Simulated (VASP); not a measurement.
# Zn3In8O15 in VASP: notebook

Zn3In8O15 is run at these levels: PBE; tasks: single point.

Everything below comes from runs of VASP 6.6.1. Logs are shortened: lines on timing, memory, paths and dates and some standing lists are left out, and cuts for length are marked.

**1. The cell of the first run**

The cell holds a disordered packing, 26 atoms: a = 7.167 Å, b = 6.956 Å, c = 7.002 Å, α = 86.96°, β = 89.41°, γ = 91.02°.

**2. Single point, PBE**

INCAR

```
  PREC = Accurate
  ENCUT = 520
  EDIFF = 1E-6
  ISMEAR = -1
  SIGMA = 0.2585
  LREAL = F
  LASPH = T
  NELM = 120
  ALGO = Normal
  ISIF = 2
  LWAVE = F
  LCHARG = F
  GGA = PE
  NBANDS = 134
  ISYM = 0
  GGA_COMPAT = F
```

KPOINTS

```
regular mesh
0
Gamma
  1 1 1
```

POSCAR

```
Zn3In8O15
1.0
    7.1668360000     -0.0632620000      0.0376150000
   -0.0632620000      6.9529050000      0.1854250000
    0.0376150000      0.1854250000      6.9995360000
Zn O In
3 15 8
Direct
    0.2975129912      0.9448440982      0.0024700683
    0.9880395174      0.2338654999      0.1397478895
    0.3688958743      0.9417795734      0.4433770330
    0.6042549376      0.9434907997      0.3233570295
    0.6914202911      0.7223466784      0.0681181000
    0.8984435651      0.4076666073      0.3103580673
    0.2101381532      0.5165327866      0.4489489820
    1.0249670958      0.3706641833      0.8157617100
    0.7263760247      0.1992900596      0.1332352611
    0.0529878138      0.0494044068      0.9718051384
    0.0843752288      0.0225312727      0.5999188181
    0.8516037880      0.7106437931      0.7203525774
    0.5019815079      0.1790925988      0.8447325252
    0.5698250218      0.5233299596      0.4114427834
    0.3831166787      0.1853181123      0.4775272897
    0.1144171588      0.8737394512      0.4330584286
    0.3753653467      0.8567449871      0.7417924121
    0.1582600468      0.6708107096      0.0760076057
    0.7105181733      0.2788960417      0.4952359071
    0.8782250769      0.7136765267      0.2729631070
    0.7376104983      0.4304277712      0.9305396403
    0.8185195451      0.9547390881      0.8565296174
    0.1090351144      0.6791424451      0.7467001607
    0.2896011171      0.3268976510      0.0241522662
    0.4398926847      0.6577782378      0.2397351634
    0.4404878103      0.5682981510      0.6859705224
```

Potentials or basis: VASP PAW PBE potentials, release 64 (Zn, O, In_d).

Run with:

```
> cat potpaw_PBE.64/Zn/POTCAR potpaw_PBE.64/O/POTCAR potpaw_PBE.64/In_d/POTCAR > POTCAR
> mpirun -np 1 vasp_gam > vasp.out
```

OUTCAR:

```text
PREC = Accurate
   ENCUT = 520
   EDIFF = 1E-6
   ISMEAR = -1
   LREAL = F
   LASPH = T
   NELM = 120
   ISIF = 2
   GGA = PE
   ISYM = 0

 ion  position               nearest neighbor table
   1  0.298  0.945  0.002-  10 1.92  17 2.03  18 2.17  13 2.39  24 2.67  25 2.75  23 2.96
   2  0.988  0.234  0.140-  10 1.85   6 1.86   9 1.89  24 2.37   8 2.42  21 2.68  22 3.09  19 3.20

   3  0.369  0.942  0.443-  15 1.72   4 1.88  16 1.88  17 2.14  11 2.39  25 2.55  26 3.08  23 3.27
                            19 3.40
   4  0.604  0.943  0.323-   3 1.88  25 2.39  20 2.59  19 2.78
   5  0.691  0.722  0.068-  20 1.97  25 2.18  22 2.30  21 2.32
   6  0.898  0.408  0.310-   2 1.86  19 2.02  20 2.14  21 2.91
   7  0.210  0.517  0.449-  25 2.36  26 2.39  23 2.53
   8  0.025  0.371  0.816-  23 2.24  21 2.26  24 2.42   2 2.42
   9  0.726  0.199  0.133-   2 1.89  21 2.09  19 2.62  22 2.73
  10  0.053  0.049  0.972-   2 1.85   1 1.92  22 1.99  24 2.59
  11  0.084  0.023  0.600-  16 1.62   3 2.39  23 2.56  22 2.62
  12  0.852  0.711  0.720-  23 1.87  22 2.01  21 2.50
  13  0.502  0.179  0.845-  24 2.26   1 2.39  21 2.51  22 2.78  19 2.90  26 2.91
  14  0.570  0.523  0.411-  25 1.77  19 2.05  26 2.17  20 2.70
  15  0.383  0.185  0.478-   3 1.72  19 2.43
  16  0.114  0.874  0.433-  11 1.62   3 1.88  20 2.34  23 2.52
  17  0.375  0.857  0.742-   1 2.03  26 2.12   3 2.14  23 2.25
  18  0.158  0.671  0.076-   1 2.17  25 2.33  23 2.33  20 2.45  24 2.63
  19  0.711  0.279  0.495-   6 2.02  14 2.05  15 2.43   9 2.62   4 2.78  13 2.90  26 3.15   2 3.20
                            21 3.28   3 3.40  22 3.40  20 3.51  25 3.70
  20  0.878  0.714  0.273-   5 1.97   6 2.14  16 2.34  18 2.45   4 2.59  14 2.70  25 3.17  22 3.32
                            21 3.34  19 3.51  23 3.72
  21  0.738  0.430  0.931-   9 2.09   8 2.26   5 2.32  12 2.50  13 2.51   2 2.68  26 2.89   6 2.91
                            19 3.28  24 3.33  20 3.34  23 3.36  22 3.43  25 3.48  22 3.69
  22  0.819  0.955  0.857-  10 1.99  12 2.01   5 2.30  11 2.62   9 2.73  13 2.78  23 2.98   2 3.09
                            20 3.32  19 3.40  21 3.43  21 3.69  26 4.02
  23  0.109  0.679  0.747-  12 1.87   8 2.24  17 2.25  18 2.33  16 2.52   7 2.53  26 2.55  11 2.56
                             1 2.96  22 2.98   3 3.27  24 3.33  21 3.36  20 3.72
  24  0.290  0.327  0.024-  13 2.26   2 2.37   8 2.42  10 2.59  18 2.63   1 2.67  25 3.01  26 3.01
                            21 3.33  23 3.33
  25  0.440  0.658  0.240-  14 1.77   5 2.18  18 2.33   7 2.36   4 2.39   3 2.55   1 2.75  24 3.01
                            26 3.15  20 3.17  21 3.48  19 3.70  26 3.96
  26  0.440  0.568  0.686-  17 2.12  14 2.17   7 2.39  23 2.55  21 2.89  13 2.91  24 3.01   3 3.08
                            25 3.15  19 3.15  25 3.96  22 4.02

IMPORTANT INFORMATION: All symmetrisations will be switched off!
NOSYMM: (Re-)initialisation of all symmetry stuff for point group C_1.

----------------------------------------------------------------------------------------

                                     Primitive cell

  volume of cell :     348.5040

  direct lattice vectors                    reciprocal lattice vectors
     7.166836000 -0.063262000  0.037615000     0.139547094  0.001290600 -0.000784105
    -0.063262000  6.952905000  0.185425000     0.001290600  0.143938393 -0.003820014
     0.037615000  0.185425000  6.999536000    -0.000784105 -0.003820014  0.142972023

  length of vectors
     7.167213909  6.955664774  7.002092654     0.139555265  0.143994858  0.143025196

  position of ions in fractional coordinates (direct lattice)
     0.297512991  0.944844098  0.002470068
     0.988039517  0.233865500  0.139747890
     0.368895874  0.941779573  0.443377033
     0.604254938  0.943490800  0.323357030
     0.691420291  0.722346678  0.068118100
     0.898443565  0.407666607  0.310358067
[... 18 lines left out ...]
     0.439892685  0.657778238  0.239735163
     0.440487810  0.568298151  0.685970522

  ion indices of the primitive-cell ions
   primitive index   ion index
                 1           1
                 2           2
                 3           3
                 4           4
                 5           5
                 6           6
[... 18 lines left out ...]
                25          25
                26          26

----------------------------------------------------------------------------------------

 KPOINTS: regular mesh

Automatic generation of k-mesh.
 Grid dimensions read from file:
 generate k-points for:    1    1    1

 Generating k-lattice:

  Cartesian coordinates                     Fractional coordinates (reciprocal lattice)
     0.139547094  0.001290600 -0.000784105     1.000000000 -0.000000000  0.000000000
     0.001290600  0.143938393 -0.003820014    -0.000000000  1.000000000  0.000000000
    -0.000784105 -0.003820014  0.142972023     0.000000000  0.000000000  1.000000000

  Length of vectors
     0.139555265  0.143994858  0.143025196

  Shift w.r.t. Gamma in fractional coordinates (k-lattice)
     0.000000000  0.000000000  0.000000000

 Subroutine IBZKPT returns following result:
 ===========================================

 Found      1 irreducible k-points:

 Following reciprocal coordinates:
            Coordinates               Weight
  0.000000  0.000000  0.000000      1.000000
   k-points           NKPTS =      1   k-points in BZ     NKDIM =      1   number of bands    NBANDS=    134
   number of dos      NEDOS =    301   number of ions     NIONS =     26
   total plane-waves  NPLWV = 157464
   dimension x,y,z NGX =    54 NGY =   54 NGZ =   54
   dimension x,y,z NGXF=   108 NGYF=  108 NGZF=  108
   ions per type =               3  15   8
   NGX,Y,Z   is equivalent  to a cutoff of  12.53, 12.91, 12.82 a.u.
   NGXF,Y,Z  is equivalent  to a cutoff of  25.05, 25.81, 25.64 a.u.
 SYSTEM =  unknown system
   PREC   = accura    normal or accurate (medium, high low for compatibility)
   ISTART =      0    job   : 0-new  1-cont  2-samecut
   ICHARG =      2    charge: 1-file 2-atom 10-const
   ISPIN  =      1    spin polarized calculation?
   LNONCOLLINEAR =      F non collinear calculations
   LSORBIT =      F    spin-orbit coupling
   LASPH  =      T    aspherical Exc in radial PAW
   ENCUT  =  520.0 eV  38.22 Ry    6.18 a.u.  13.33 12.93 13.02*2*pi/ulx,y,z
   NELM   =    120;   NELMIN=  2; NELMDL= -5     # of ELM steps
   EDIFF  = 0.1E-05   stopping-criterion for ELM
   LREAL  =      F    real-space projection
   EDIFFG = 0.1E-04   stopping-criterion for IOM
   NSW    =      0    number of steps for IOM
   IBRION =     -1    ionic relax: 0-MD 1-quasi-New 2-CG
   NFREE  =      0    steps in history (QN), initial steepest desc. (CG)
   ISIF   =      2    stress and relaxation
   ISYM   =      0    0-nonsym 1-usesym 2-fastsym
   POTIM  = 0.5000    time-step for ionic-motion
   TEBEG  =    0.0;   TEEND  =   0.0 temperature during run
   PSTRESS=    0.0 pullay stress
   NELECT =     230.0000    total number of electrons
   NUPDOWN=      -1.0000    fix difference up-down
   EMIN   =  10.00;   EMAX   =-10.00  energy-range for DOS
   EFERMI =   0.00;   METHOD = LEGACY
   ISMEAR =    -1;   SIGMA  =   0.26  broadening in eV -4-tet -1-fermi 0-gaus
   EFERMI_NEDOS =   21; number of points for ismear=-14 and -15
   IALGO  =     38    algorithm
   IMIX   =      4    mixing-type and parameters
     AMIX     =   0.40;   BMIX     =  1.00
     AMIX_MAG =   1.60;   BMIX_MAG =  1.00
  volume/ion in A,a.u.               =      13.40        90.45
  Fermi-wavevector in a.u.,A,eV,Ry     =   1.425328  2.693479 27.641053  2.031560
  Thomas-Fermi vector in A             =   2.545724
   LORBIT       =      0    0 simple, 1 ext, 2 COOP (PROOUT), +10 PAW based schemes
   GGA     = PE    functional components
   LHFCALC =     F    Hartree Fock is set to
   AEXX    =    0.0000 exact exchange contribution
   IVDW    =     0    specifies the selected vdW correction
   LEPSILON=     F    determine dielectric tensor
   LRPA    =     F    only Hartree local field effects (RPA)
 non-spin polarized calculation
  energy-cutoff  :      520.00
  volume of cell :      348.50
 maximum number of plane-waves:      4686
 NGX is ok and might be reduce to    54
   NGX = 27   NGY = 25   NGZ = 27

 number of electron     229.9999984 magnetization

 Free energy of the ion-electron system (eV)
  ---------------------------------------------------
  ext. energy  EPLUGINS =         0.00000000
  ---------------------------------------------------
  free energy    TOTEN  =      -109.06050977 eV

  energy without entropy =     -107.25713699  energy(sigma->0) =     -108.15882338

 E-fermi :   5.4409     XC(G=0): -10.8555

 val. band max:        5.4032500558   @ k =   0.0000   0.0000   0.0000
 cond. band min:       5.7939513826   @ k =   0.0000   0.0000   0.0000
 fundamental gap:      0.3907013269
 Fermi energy:         5.4408502599

 k-point     1 :       0.0000    0.0000    0.0000
  band No.  band energies     occupation
      1     -15.1187      2.00000
      2     -14.5759      2.00000
      3     -13.9733      2.00000
      4     -13.8530      2.00000
      5     -13.6796      2.00000
      6     -13.3955      2.00000
[... 119 lines left out ...]
    126       9.2057      0.00000
    127       9.4262      0.00000
 [bands above 127 left out]

------------------------ aborting loop because EDIFF is reached ----------------------------------------

  FORCE on cell =-STRESS in cart. coord.  units (eV):
  Direction    XX          YY          ZZ          XY          YZ          ZX
  --------------------------------------------------------------------------------------
  -------------------------------------------------------------------------------------
  Total       33.4767463     33.3319499     17.8603185    -11.7655944     -5.5203567      6.1762740
  in kB      153.9026171    153.2369444     82.1092267    -54.0899569    -25.3787311     28.3941791
  external PRESSURE =     129.7495960 kB  Pullay stress =       0.0000000 kB

 VOLUME and BASIS-vectors are now :
 -----------------------------------------------------------------------------
  energy-cutoff  :      520.00
  volume of cell :      348.50
      direct lattice vectors                 reciprocal lattice vectors
     7.166836000 -0.063262000  0.037615000     0.139547094  0.001290600 -0.000784105
    -0.063262000  6.952905000  0.185425000     0.001290600  0.143938393 -0.003820014
     0.037615000  0.185425000  6.999536000    -0.000784105 -0.003820014  0.142972023

 POSITION                                       TOTAL-FORCE (eV/Angst)
 -----------------------------------------------------------------------------------
      2.07255      6.55105      0.20368         0.757164     -0.433774     -1.191983
      7.07158      1.58945      1.05870        -0.643492     -0.367133      1.754284
      2.60091      6.60698      3.29194         0.259810     -0.749766      0.547491
      4.28307      6.58173      2.46102         0.445767     -1.140960      0.695058
      4.91216      4.99130      0.63674        -0.939835     -0.809088     -2.516855
      6.42488      2.83518      2.28175         1.662949      1.645654      0.430187
[... 18 lines left out ...]
      3.12004      4.59009      1.81655        -4.948926      3.237496     -4.743183
      3.14675      4.05065      4.92342         1.619975     -1.405664     -1.753582
 -----------------------------------------------------------------------------------
    total drift:                                0.003185      0.002460     -0.000241

  FREE ENERGIE OF THE ION-ELECTRON SYSTEM (eV)
  ---------------------------------------------------
  free  energy   TOTEN  =      -109.0605097749 eV

  energy  without entropy=     -107.2571369880  energy(sigma->0) =     -108.15882338
```

It took 2.1 min on 1 thread of Intel Xeon Platinum 8259CL at 2.50GHz (Skylake/Cascade Lake), shared host; peak memory 0.36 GiB.

What came out:

```
Free energy   : -109.0605 eV
Pressure      : 13.0 GPa
Largest force : 7.752 eV/Å
```

Forces in eV/Å, atoms in the order of the input:
```
Zn   0.757 -0.434 -1.192
Zn  -0.643 -0.367  1.754
Zn   0.260 -0.750  0.547
O    0.446 -1.141  0.695
O   -0.940 -0.809 -2.517
O    1.663  1.646  0.430
O    0.814  1.314  1.472
O    0.054  1.335  0.858
O   -0.924 -0.519 -1.074
O    1.391 -1.096  1.243
O   -1.479 -1.291 -1.272
O   -4.279 -0.562 -1.168
O    0.147  0.521  0.669
O    4.761 -2.402  5.628
O    1.494  3.955 -0.234
O   -1.996  1.080  1.030
O    0.038 -1.396  0.194
O    0.830  0.320 -0.364
In  -1.563 -2.992 -0.355
In   2.435  0.347  2.815
In   0.060  0.530 -0.678
In  -2.966  1.451 -0.420
In   1.676 -0.907 -0.549
In   1.292  0.336 -1.016
In  -4.949  3.237 -4.743
In   1.620 -1.406 -1.754
```

Stress tensor (GPa, compression positive):
```
15.39 -5.41  2.84
-5.41 15.32 -2.54
 2.84 -2.54  8.21
```

Caveat: the k points lie up to 0.90 Å⁻¹ apart; the atoms stand as in a frame of molecular dynamics; spin-orbit coupling is left out, which moves the levels of the heavy elements.

(Continued in part 2 of 2.)
